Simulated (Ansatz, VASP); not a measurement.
One calculation of SnO, two programs

```
CELL_PARAMETERS angstrom
3.81370 0.00000 0.00000
0.00000 3.81370 0.00000
0.00000 0.00000 4.88691
ATOMIC_POSITIONS crystal
Sn 0.00000 0.50000 0.23537
Sn 0.50000 0.00000 0.76463
O 0.50000 0.50000 0.00000
O 0.00000 0.00000 0.00000
```

Alike in both runs: task electric field gradients; functional PBE; k mesh 9 × 9 × 7; occupations fermi-dirac, width 0.01 eV; no spin polarisation.

|  | VASP | Ansatz |
| --- | --- | --- |
| version | VASP 6.6.1 | Ansatz 0.2.0 |
| potentials or method | VASP PAW PBE potentials, release 64 (Sn_d, O) | plane-wave PAW, scalar-relativistic |
| plane-wave cutoff (eV) | 520 | 420 |
| valence electrons in the cell | 40 | 40 |

VASP gave:

* pressure (GPa): 3.8
* traceless stress, the component that is largest in VASP (GPa): -0.61
* rms of the force components (eV/Å): 0.186
* size of Vzz on the site where it differs most (V/Å²): 164.9

Problem. Estimate Ansatz's values.

Solution. Pressure (GPa): 3.6; traceless stress, the component that is largest in VASP (GPa): -0.63; rms of the force components (eV/Å): 0.151; size of Vzz on the site where it differs most (V/Å²): 174.6.

Atom by atom the forces differ by 0.035 eV/Å (rms over components). The functional is the same, so the differences come from potentials, cutoffs and numerics.
